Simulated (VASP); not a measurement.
Set up this calculation in VASP 6.6.1, as the native input.

```yaml
Task: single point
Functional: r2SCAN
Potentials_or_basis: VASP PAW PBE potentials, release 64 (Zr_sv, O)
Cutoff: 520 eV
k_mesh: 6 × 6 × 6
Occupations: gaussian, width 0.1 eV
Spin: no spin polarisation
Dipole_correction: no
Further_INCAR_settings: ALGO = Normal; EDIFF = 1e-06; NBANDS = 29
```

Crystal: Zr3O.

```xyz
4
Lattice="-2.0061 2.0061 4.4812 2.0061 -2.0061 4.4812 2.0061 2.0061 -4.4812" Properties=species:S:1:pos:R:3 pbc="T T T"
Zr    0.0000    0.0000    4.4812
Zr    2.0061    0.0000    2.2406
Zr    0.0000    2.0061    2.2406
O     0.0000    0.0000    0.0000
```

One way to write it, as run:

POSCAR

```
Zr3O
1.0
   -2.0061351832      2.0061351832      4.4812370326
    2.0061351832     -2.0061351832      4.4812370326
    2.0061351832      2.0061351832     -4.4812370326
Zr O
3 1
Direct
    0.5000000000      0.5000000000      0.0000000000
    0.2500000000      0.7500000000      0.5000000000
    0.7500000000      0.2500000000      0.5000000000
    0.0000000000      0.0000000000      0.0000000000
```

INCAR.step1

```
SYSTEM = Zr3O
ALGO = Normal ; EDIFF = 1E-4
ENCUT = 520 ; GGA = PE
ISMEAR = 0 ; LASPH = .TRUE.
LCHARG = .FALSE. ; LREAL = .FALSE.
LWAVE = .TRUE. ; NBANDS = 29
NELM = 100 ; PREC = Accurate
SIGMA = 0.1
```

INCAR.step2

```
SYSTEM = Zr3O
ALGO = Normal ; EDIFF = 1E-6
ENCUT = 520 ; ISIF = 2
ISMEAR = 0 ; ISTART = 1
LASPH = .TRUE. ; LCHARG = .TRUE.
LELF = .TRUE. ; LMIXTAU = .TRUE.
LREAL = .FALSE. ; LVHAR = .TRUE.
LWAVE = .FALSE. ; METAGGA = R2SCAN
NBANDS = 29 ; NELM = 100
PREC = Accurate ; SIGMA = 0.1
```

KPOINTS

```
k-points
0
G
  6 6 6
  0 0 0
```

Potentials or basis: VASP PAW PBE potentials, release 64 (Zr_sv, O).

Launch:

```console
$ cat potpaw_PBE.64/Zr_sv/POTCAR potpaw_PBE.64/O/POTCAR > POTCAR
$ cp INCAR.step1 INCAR
$ mpirun -np 1 vasp_std > vasp.out
$ cp INCAR.step2 INCAR
$ mpirun -np 1 vasp_std > vasp.out
```

It gave:

```json
{"Pressure": "2.6 GPa", "Band gap on the k mesh": "zero (bands 21 and 22 overlap by 2.40 eV)"}
```

Caveat: the PAW data sets were made with another functional, which shifts forces and pressure a little.

Wall time 3.1 min on 1 thread of Intel(R) Xeon(R) 6975P-C (Granite Rapids) (shared host), peak memory 0.27 GiB.
